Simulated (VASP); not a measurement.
# CsPbCl3 (Pm-3m) in VASP: a series of runs

The runs below take CsPbCl3 through single point, with PBE.

All numbers are computed with VASP 6.6.1; they aren't measurements. Logs are shortened: lines on timing, memory, paths and dates and some standing lists are left out, and cuts for length are marked.

**1. The cell of the first run**

The structure is cubic, space group Pm-3m (No. 221). The conventional cell has a = 5.682 Å, b = 5.682 Å, c = 5.682 Å, α = 90.00°, β = 90.00°, γ = 90.00°. Cs (site symmetry m-3m) has 12 Cl at 4.02 Å and 8 Pb at 4.92 Å within 5.3 Å. Within 3.7 Å of Pb (site symmetry m-3m) lie 6 Cl at 2.84 Å. Cl (site symmetry 4/mmm) has 2 Pb at 2.84 Å within 3.7 Å.

**2. Single point, PBE (volume changed by -3%)**

INCAR reads:

```
SYSTEM = CsPbCl3
ALGO = Normal
EDIFF = 1E-6
ENCUT = 520
GGA = PE
ISIF = 2
ISMEAR = 0
LASPH = .TRUE.
LCHARG = .FALSE.
LREAL = .FALSE.
LWAVE = .FALSE.
NBANDS = 30
NELM = 60
PREC = Accurate
SIGMA = 0.01
```

KPOINTS reads:

```
k-points
0
G
  4 4 4
  0 0 0
```

POSCAR reads:

```
CsPbCl3
1.0
    5.6822768753      0.0000000000      0.0000000000
    0.0000000000      5.6822768753      0.0000000000
    0.0000000000      0.0000000000      5.6822768753
Cs Pb Cl
1 1 3
Direct
    0.0000000000      0.0000000000      0.0000000000
    0.5000000000      0.5000000000      0.5000000000
    0.5000000000      0.5000000000      0.0000000000
    0.0000000000      0.5000000000      0.5000000000
    0.5000000000      0.0000000000      0.5000000000
```

Potentials or basis: VASP PAW PBE potentials, release 64 (Cs_sv, Pb_d, Cl).

Started as:

```console
> cat potpaw_PBE.64/Cs_sv/POTCAR potpaw_PBE.64/Pb_d/POTCAR potpaw_PBE.64/Cl/POTCAR > POTCAR
> mpirun -np 1 vasp_std > vasp.out
```

OUTCAR:

```text
SYSTEM = CsPbCl3
   EDIFF = 1E-6
   ENCUT = 520
   GGA = PE
   ISIF = 2
   ISMEAR = 0
   LASPH = .TRUE.
   LREAL = .FALSE.
   NELM = 60
   PREC = Accurate

 ion  position               nearest neighbor table
   1  0.000  0.000  0.000-
   2  0.500  0.500  0.500-   3 2.84   4 2.84   5 2.84   3 2.84   5 2.84   4 2.84
   3  0.500  0.500  0.000-   2 2.84   2 2.84
   4  0.000  0.500  0.500-   2 2.84   2 2.84
   5  0.500  0.000  0.500-   2 2.84   2 2.84

  LATTYP: Found a simple cubic cell.
 ALAT       =     5.6822768753

  Lattice vectors:

 A1 = (   5.6822768753,   0.0000000000,   0.0000000000)
 A2 = (   0.0000000000,   5.6822768753,   0.0000000000)
 A3 = (   0.0000000000,   0.0000000000,   5.6822768753)

Analysis of symmetry for initial positions (statically):
=====================================================================
 Subroutine PRICEL returns:
 Original cell was already a primitive cell.

 Routine SETGRP: Setting up the symmetry group for a
 simple cubic supercell.

 Subroutine GETGRP returns: Found 48 space group operations
 (whereof 48 operations were pure point group operations)
 out of a pool of 48 trial point group operations.

The static configuration has the point symmetry O_h .

Analysis of symmetry for dynamics (positions and initial velocities):
=====================================================================
 Subroutine PRICEL returns:
 Original cell was already a primitive cell.

 Routine SETGRP: Setting up the symmetry group for a
 simple cubic supercell.

 Subroutine GETGRP returns: Found 48 space group operations
 (whereof 48 operations were pure point group operations)
 out of a pool of 48 trial point group operations.

The dynamic configuration has the point symmetry O_h .

 Subroutine INISYM returns: Found 48 space group operations
 (whereof 48 operations are pure point group operations),
 and found     1 'primitive' translations

----------------------------------------------------------------------------------------

                                     Primitive cell

  volume of cell :     183.4709

  direct lattice vectors                    reciprocal lattice vectors
     5.682276875  0.000000000  0.000000000     0.175985793  0.000000000  0.000000000
     0.000000000  5.682276875  0.000000000     0.000000000  0.175985793  0.000000000
     0.000000000  0.000000000  5.682276875     0.000000000  0.000000000  0.175985793

  length of vectors
     5.682276875  5.682276875  5.682276875     0.175985793  0.175985793  0.175985793

  position of ions in fractional coordinates (direct lattice)
     0.000000000  0.000000000  0.000000000
     0.500000000  0.500000000  0.500000000
     0.500000000  0.500000000  0.000000000
     0.000000000  0.500000000  0.500000000
     0.500000000  0.000000000  0.500000000

  ion indices of the primitive-cell ions
   primitive index   ion index
                 1           1
                 2           2
                 3           3
                 4           4
                 5           5

----------------------------------------------------------------------------------------

 KPOINTS: k-points

Automatic generation of k-mesh.
 Grid dimensions read from file:
 generate k-points for:    4    4    4

 Generating k-lattice:

  Cartesian coordinates                     Fractional coordinates (reciprocal lattice)
     0.043996448  0.000000000  0.000000000     0.250000000  0.000000000  0.000000000
     0.000000000  0.043996448  0.000000000     0.000000000  0.250000000  0.000000000
     0.000000000  0.000000000  0.043996448     0.000000000  0.000000000  0.250000000

  Length of vectors
     0.043996448  0.043996448  0.043996448

  Shift w.r.t. Gamma in fractional coordinates (k-lattice)
     0.000000000  0.000000000  0.000000000

 Subroutine IBZKPT returns following result:
 ===========================================

 Found     10 irreducible k-points:

 Following reciprocal coordinates:
            Coordinates               Weight
  0.000000  0.000000  0.000000      1.000000
  0.250000  0.000000  0.000000      6.000000
  0.500000  0.000000  0.000000      3.000000
  0.250000  0.250000  0.000000     12.000000
  0.500000  0.250000  0.000000     12.000000
  0.500000  0.500000  0.000000      3.000000
  0.250000  0.250000  0.250000      8.000000
  0.500000  0.250000  0.250000     12.000000
  0.500000  0.500000  0.250000      6.000000
  0.500000  0.500000  0.500000      1.000000
   k-points           NKPTS =     10   k-points in BZ     NKDIM =     10   number of bands    NBANDS=     30
   number of dos      NEDOS =    301   number of ions     NIONS =      5
   total plane-waves  NPLWV =  74088
   dimension x,y,z NGX =    42 NGY =   42 NGZ =   42
   dimension x,y,z NGXF=    84 NGYF=   84 NGZF=   84
   ions per type =               1   1   3
   NGX,Y,Z   is equivalent  to a cutoff of  12.29, 12.29, 12.29 a.u.
   NGXF,Y,Z  is equivalent  to a cutoff of  24.58, 24.58, 24.58 a.u.
 SYSTEM =  CsPbCl3
   PREC   = accura    normal or accurate (medium, high low for compatibility)
   ISTART =      0    job   : 0-new  1-cont  2-samecut
   ICHARG =      2    charge: 1-file 2-atom 10-const
   ISPIN  =      1    spin polarized calculation?
   LNONCOLLINEAR =      F non collinear calculations
   LSORBIT =      F    spin-orbit coupling
   LASPH  =      T    aspherical Exc in radial PAW
   ENCUT  =  520.0 eV  38.22 Ry    6.18 a.u.  10.57 10.57 10.57*2*pi/ulx,y,z
   NELM   =     60;   NELMIN=  2; NELMDL= -5     # of ELM steps
   EDIFF  = 0.1E-05   stopping-criterion for ELM
   LREAL  =      F    real-space projection
   EDIFFG = 0.1E-04   stopping-criterion for IOM
   NSW    =      0    number of steps for IOM
   IBRION =     -1    ionic relax: 0-MD 1-quasi-New 2-CG
   NFREE  =      0    steps in history (QN), initial steepest desc. (CG)
   ISIF   =      2    stress and relaxation
   ISYM   =      2    0-nonsym 1-usesym 2-fastsym
   POTIM  = 0.5000    time-step for ionic-motion
   TEBEG  =    0.0;   TEEND  =   0.0 temperature during run
   PSTRESS=    0.0 pullay stress
   NELECT =      44.0000    total number of electrons
   NUPDOWN=      -1.0000    fix difference up-down
   EMIN   =  10.00;   EMAX   =-10.00  energy-range for DOS
   EFERMI =   0.00;   METHOD = LEGACY
   ISMEAR =     0;   SIGMA  =   0.01  broadening in eV -4-tet -1-fermi 0-gaus
   EFERMI_NEDOS =   21; number of points for ismear=-14 and -15
   IALGO  =     38    algorithm
   IMIX   =      4    mixing-type and parameters
     AMIX     =   0.40;   BMIX     =  1.00
     AMIX_MAG =   1.60;   BMIX_MAG =  1.00
  volume/ion in A,a.u.               =      36.69       247.62
  Fermi-wavevector in a.u.,A,eV,Ry     =   1.017115  1.922068 14.075535  1.034523
  Thomas-Fermi vector in A             =   2.150497
   LORBIT       =      0    0 simple, 1 ext, 2 COOP (PROOUT), +10 PAW based schemes
   GGA     = PE    functional components
   LHFCALC =     F    Hartree Fock is set to
   AEXX    =    0.0000 exact exchange contribution
   IVDW    =     0    specifies the selected vdW correction
   LEPSILON=     F    determine dielectric tensor
   LRPA    =     F    only Hartree local field effects (RPA)
 non-spin polarized calculation
 Gauss-broadening in eV      SIGMA  =   0.01
  energy-cutoff  :      520.00
  volume of cell :      183.47
 maximum number of plane-waves:      4972
   NGX = 21   NGY = 21   NGZ = 21

 number of electron      44.0000021 magnetization

 Free energy of the ion-electron system (eV)
  ---------------------------------------------------
  ext. energy  EPLUGINS =         0.00000000
  ---------------------------------------------------
  free energy    TOTEN  =       -17.53705360 eV

  energy without entropy =      -17.53705360  energy(sigma->0) =      -17.53705360

 E-fermi :   1.3858     XC(G=0):  -7.6454

 val. band max:        1.2909831935   @ k =   0.5000   0.5000   0.5000
 cond. band min:       3.3994212359   @ k =   0.5000   0.5000   0.5000
 fundamental gap:      2.1084380424
 Fermi energy:         1.3857634878

 k-point     1 :       0.0000    0.0000    0.0000
  band No.  band energies     occupation
      1     -19.8710      2.00000
      2     -15.3378      2.00000
      3     -15.3378      2.00000
      4     -15.1489      2.00000
      5     -15.1489      2.00000
      6     -15.1489      2.00000
[... 22 lines left out ...]
     29       7.3993      0.00000
     30       7.3993      0.00000

 k-point     2 :       0.2500    0.0000    0.0000
  band No.  band energies     occupation
      1     -19.8702      2.00000
      2     -15.3378      2.00000
      3     -15.2968      2.00000
      4     -15.1495      2.00000
      5     -15.1495      2.00000
      6     -15.1489      2.00000
[... 22 lines left out ...]
     29       6.9511      0.00000
     30       7.6687      0.00000

 k-point     3 :       0.5000    0.0000    0.0000
  band No.  band energies     occupation
      1     -19.8693      2.00000
      2     -15.3377      2.00000
      3     -15.2543      2.00000
      4     -15.1500      2.00000
      5     -15.1500      2.00000
      6     -15.1488      2.00000
[... 22 lines left out ...]
     29       7.2533      0.00000
     30       8.4619      0.00000

 k-point     4 :       0.2500    0.2500    0.0000
  band No.  band energies     occupation
      1     -19.8694      2.00000
      2     -15.3179      2.00000
      3     -15.2738      2.00000
      4     -15.1500      2.00000
      5     -15.1494      2.00000
      6     -15.1494      2.00000
[... 154 lines left out ...]
     29       7.6018      0.00000
     30       7.6210      0.00000

 k-point     9 :       0.5000    0.5000    0.2500
  band No.  band energies     occupation
      1     -19.8673      2.00000
      2     -15.2514      2.00000
      3     -15.2013      2.00000
      4     -15.1512      2.00000
      5     -15.1506      2.00000
      6     -15.1506      2.00000
[... 22 lines left out ...]
     29       7.2948      0.00000
     30       7.6937      0.00000

 k-point    10 :       0.5000    0.5000    0.5000
  band No.  band energies     occupation
      1     -19.8667      2.00000
      2     -15.2013      2.00000
      3     -15.2013      2.00000
      4     -15.1512      2.00000
      5     -15.1512      2.00000
      6     -15.1512      2.00000
[... 22 lines left out ...]
     29       7.0621      0.00000
     30       8.2254      0.00000

------------------------ aborting loop because EDIFF is reached ----------------------------------------

  FORCE on cell =-STRESS in cart. coord.  units (eV):
  Direction    XX          YY          ZZ          XY          YZ          ZX
  --------------------------------------------------------------------------------------
  -------------------------------------------------------------------------------------
  Total        0.7699928      0.7699928      0.7699928     -0.0000000      0.0000000     -0.0000000
  in kB        6.7240364      6.7240364      6.7240364     -0.0000000      0.0000000     -0.0000000
  external PRESSURE =       6.7240364 kB  Pullay stress =       0.0000000 kB

 VOLUME and BASIS-vectors are now :
 -----------------------------------------------------------------------------
  energy-cutoff  :      520.00
  volume of cell :      183.47
      direct lattice vectors                 reciprocal lattice vectors
     5.682276875  0.000000000  0.000000000     0.175985793  0.000000000  0.000000000
     0.000000000  5.682276875  0.000000000     0.000000000  0.175985793  0.000000000
     0.000000000  0.000000000  5.682276875     0.000000000  0.000000000  0.175985793

 POSITION                                       TOTAL-FORCE (eV/Angst)
 -----------------------------------------------------------------------------------
      0.00000      0.00000      0.00000         0.000000      0.000000      0.000000
      2.84114      2.84114      2.84114         0.000000      0.000000      0.000000
      2.84114      2.84114      0.00000         0.000000      0.000000      0.000000
      0.00000      2.84114      2.84114         0.000000      0.000000      0.000000
      2.84114      0.00000      2.84114         0.000000      0.000000      0.000000
 -----------------------------------------------------------------------------------
    total drift:                                0.000000     -0.000000     -0.000000

  FREE ENERGIE OF THE ION-ELECTRON SYSTEM (eV)
  ---------------------------------------------------
  free  energy   TOTEN  =       -17.5370536021 eV

  energy  without entropy=      -17.5370536021  energy(sigma->0) =      -17.53705360
```

Wall time 39 s (1 thread of Intel Xeon 6975P-C, shared host); peak memory 0.28 GiB.

What came out:

```
Free energy            : -17.5371 eV
Pressure               : 0.7 GPa
Band gap on the k mesh : 2.11 eV, direct
```

Levels at points of the mesh, in eV from the valence-band top:
```csv
k point,band 18,band 19,band 20,band 21,band 22,band 23,band 24,band 25,band 26,band 27
"(0.00, 0.00, 0.00)",-2.32,-2.32,-2.23,-2.23,-2.23,3.54,4.57,4.57,5.47,5.47
"(0.50, 0.00, 0.00)",-2.42,-2.42,-2.33,-2.33,-1.54,3.10,4.87,5.38,5.38,5.42
"(0.50, 0.50, 0.00)",-2.50,-2.50,-2.48,-1.94,-0.74,2.65,2.65,5.01,5.58,5.88
"(0.50, 0.50, 0.50)",-2.48,-1.93,-1.93,-1.93,0.00,2.11,2.11,2.11,5.31,5.77
```

Caveat: the cell differs from its parent crystal (volume changed by -3%); spin-orbit coupling is left out, which moves the levels of the heavy elements. A k mesh can miss the band edges.

**3. Single point, PBE**

This run uses another cell than the first one, of 37.83 Å³/atom, 1.031 times its volume.

INCAR reads:

```
SYSTEM = CsPbCl3
PREC = Accurate ; ENCUT = 520
EDIFF = 1E-6 ; ISMEAR = 0
SIGMA = 0.01 ; LREAL = .FALSE.
LASPH = .TRUE. ; NELM = 60
ALGO = Normal ; ISIF = 2
LWAVE = .FALSE. ; LCHARG = .FALSE.
GGA = PE ; NBANDS = 30
```

KPOINTS reads:

```
Automatic mesh
0
G
  4 4 4
  0 0 0
```

Changes to POSCAR since step 2:

```diff
@@ -2,5 +2,5 @@
 1.0
-    5.6822768753      0.0000000000      0.0000000000
-    0.0000000000      5.6822768753      0.0000000000
-    0.0000000000      0.0000000000      5.6822768753
+    5.7402632973      0.0000000000      0.0000000000
+    0.0000000000      5.7402632973      0.0000000000
+    0.0000000000      0.0000000000      5.7402632973
 Cs Pb Cl
```

Potentials or basis: VASP PAW PBE potentials, release 64 (Cs_sv, Pb_d, Cl).

Started as:

```console
> cat potpaw_PBE.64/Cs_sv/POTCAR potpaw_PBE.64/Pb_d/POTCAR potpaw_PBE.64/Cl/POTCAR > POTCAR
> mpirun -np 1 vasp_std > vasp.out
```

It took 49 s on 1 thread of Intel Xeon 6975P-C, shared host; peak memory 0.34 GiB.

The run converged. Its results:

```yaml
Free_energy: -17.5496 eV
Pressure: 0.0 GPa
Band_gap_on_the_k_mesh: 2.22 eV, direct
```

Levels at points of the mesh, in eV from the valence-band top:
```csv
k point,band 20,band 21,band 22,band 23,band 24,band 25
"(0.00, 0.00, 0.00)",-2.02,-2.02,-2.02,3.68,4.77,4.77
"(0.50, 0.00, 0.00)",-2.10,-2.10,-1.42,3.15,5.00,5.40
"(0.50, 0.50, 0.00)",-2.26,-1.73,-0.69,2.73,2.73,5.04
"(0.50, 0.50, 0.50)",-1.73,-1.73,0.00,2.22,2.22,2.22
```

Caveat: spin-orbit coupling is left out, which moves the levels of the heavy elements.

**4. Single point, PBE (volume changed by +3%)**

INCAR reads:

```
  PREC = Accurate
  ENCUT = 520
  EDIFF = 1E-6
  ISMEAR = 0
  SIGMA = 0.01
  LREAL = False
  LASPH = True
  NELM = 60
  ALGO = Normal
  ISIF = 2
  LWAVE = False
  LCHARG = False
  GGA = PE
  NBANDS = 30
```

KPOINTS reads:

```
regular mesh
0
Gamma
  4 4 4
```

Changes to POSCAR since step 3:

```diff
@@ -2,5 +2,5 @@
 1.0
-    5.7402632973      0.0000000000      0.0000000000
-    0.0000000000      5.7402632973      0.0000000000
-    0.0000000000      0.0000000000      5.7402632973
+    5.7971012839      0.0000000000      0.0000000000
+    0.0000000000      5.7971012839      0.0000000000
+    0.0000000000      0.0000000000      5.7971012839
 Cs Pb Cl
```

Started as:

```console
> cat potpaw_PBE.64/Cs_sv/POTCAR potpaw_PBE.64/Pb_d/POTCAR potpaw_PBE.64/Cl/POTCAR > POTCAR
> mpirun -np 1 vasp_std > vasp.out
```

Run time: 57 s. Hardware: 1 thread of Intel Xeon 6975P-C, shared host; peak memory 0.34 GiB.

It converged, with:

```yaml
Free_energy: -17.5387 eV
Pressure: -0.6 GPa
Band_gap_on_the_k_mesh: 2.32 eV, direct
```

Levels at points of the mesh, in eV from the valence-band top:
| k point | band 20 | band 21 | band 22 | band 23 | band 24 | band 25 |
| --- | --- | --- | --- | --- | --- | --- |
| (0.00, 0.00, 0.00) | -1.83 | -1.83 | -1.83 | 3.81 | 4.95 | 4.95 |
| (0.50, 0.00, 0.00) | -1.90 | -1.90 | -1.32 | 3.19 | 5.11 | 5.40 |
| (0.50, 0.50, 0.00) | -2.05 | -1.55 | -0.64 | 2.79 | 2.79 | 5.06 |
| (0.50, 0.50, 0.50) | -1.54 | -1.54 | 0.00 | 2.32 | 2.32 | 2.32 |

Caveat: the cell differs from its parent crystal (volume changed by +3%); spin-orbit coupling is left out, which moves the levels of the heavy elements. A k mesh can miss the band edges.

**5. The runs side by side**

```csv
cell,gap on the mesh (eV),pressure (GPa)
"a = 5.682 Å, 5 atoms",2.11,0.7
"a = 5.740 Å, 5 atoms",2.22,0.0
"a = 5.797 Å, 5 atoms",2.32,-0.6
```

Alike in all rows: task single point; level PBE; potentials or basis VASP PAW PBE potentials, release 64 (Cs_sv, Pb_d, Cl); no spin polarisation; k mesh 4 × 4 × 4; cutoff (eV) 520; smearing gaussian 0.01 eV.

Caveats: spin-orbit coupling is left out, which moves the levels of the heavy elements.

Absolute energies hang on the potentials; compare differences alone.
